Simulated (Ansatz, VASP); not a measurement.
**TeO: VASP beside Ansatz**

INCAR

```
SYSTEM = TeO
  PREC = Accurate
  ENCUT = 600
  EDIFF = 1E-6
  ISMEAR = 0
  SIGMA = 0.1
  LREAL = .False.
  LASPH = .True.
  NELM = 120
  ALGO = Normal
  ISIF = 2
  LWAVE = .False.
  LCHARG = .False.
  GGA = PE
  NBANDS = 13
  GGA_COMPAT = .False.
```

Contents of KPOINTS:

```
Automatic mesh
0
Gamma
  6 6 6
  0 0 0
```

The input POSCAR:

```
TeO
1.0
    0.0000000000      2.8267286147      2.8267286147
    2.8267286147      0.0000000000      2.8267286147
    2.8267286147      2.8267286147      0.0000000000
Te O
1 1
Direct
    0.0000000000      0.0000000000      0.0000000000
    0.7500000000      0.7500000000      0.7500000000
```

Input for Ansatz:

```yaml
crystal:
  lattice:
    - [0.0, 2.8267286147, 2.8267286147]
    - [2.8267286147, 0.0, 2.8267286147]
    - [2.8267286147, 2.8267286147, 0.0]
  atoms:
    - { symbol: Te, position: [0.0, 0.0, 0.0] }
    - { symbol: O, position: [0.75, 0.75, 0.75] }
basis:
  ecutwfc: 420
kpoints:
  mp_grid: { grid: [6, 6, 6] }
hamiltonian:
  xc: pbe
scf:
  occupations: { method: gaussian, width: 0.1 }
  lower_state_search: "off"
output:
  forces: true
  stress: true
  eigenvalues: true
```

Alike in both runs: task single point; functional PBE; k mesh 6 × 6 × 6; occupations gaussian, width 0.1 eV; no spin polarisation.

|  | VASP | Ansatz |
| --- | --- | --- |
| version | VASP 6.6.1 | Ansatz 0.2.0 |
| potentials or method | VASP PAW PBE potentials, release 64 (Te, O), cutoff 600 eV | scalar-relativistic, plane waves, PAW |
| valence electrons in the cell | 12 | 22 |

|  | VASP | Ansatz | Ansatz less VASP |
| --- | --- | --- | --- |
| gap on the k mesh at the Fermi level (eV) | none | none | - |
| pressure (GPa) | -4.1 | -3.8 | +0.34 |

A gap of «none» marks a metal or a gap that the smearing closes. With one functional, cell and mesh, what is left measures potentials, basis and numerics. VASP's potentials hold 12 valence electrons a cell and Ansatz's 22, so a difference there can come from the potentials and not from the codes.

Spin-orbit coupling is off throughout.
